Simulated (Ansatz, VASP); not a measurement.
# One calculation of Ge, two programs

```
CELL_PARAMETERS angstrom
-2.53970 2.53970 1.37853
2.53970 -2.53970 1.37853
2.53970 2.53970 -1.37853
ATOMIC_POSITIONS crystal
Ge 0.50000 0.50000 0.00000
Ge 0.25000 0.75000 0.50000
```

Change from the starting cell: volume scaled by 0.96.

Alike in both runs: task single point; functional LDA; k mesh 11 × 11 × 11; occupations fermi-dirac, width 0.05 eV; no spin polarisation.

```csv
,VASP,Ansatz
version,VASP 6.6.1,Ansatz 0.2.0
potentials or method,"VASP PAW LDA potentials, release 64 (Ge_d), cutoff 520 eV","all-electron LAPW, scalar-relativistic"
```

```tsv
	VASP	Ansatz	Ansatz less VASP
gap on the k mesh at the Fermi level (eV)	none	none	-
pressure (GPa)	0.8	0.8	-0.01
traceless stress, the component that is largest in VASP (GPa)	-0.08	-0.10	-0.018
```

LDA's correlation is that of Perdew and Zunger in VASP and of Perdew and Wang (1992) in Ansatz. A gap of «none» marks a metal or a gap that the smearing closes. Ansatz ran all-electron here, and VASP with PAW potentials.
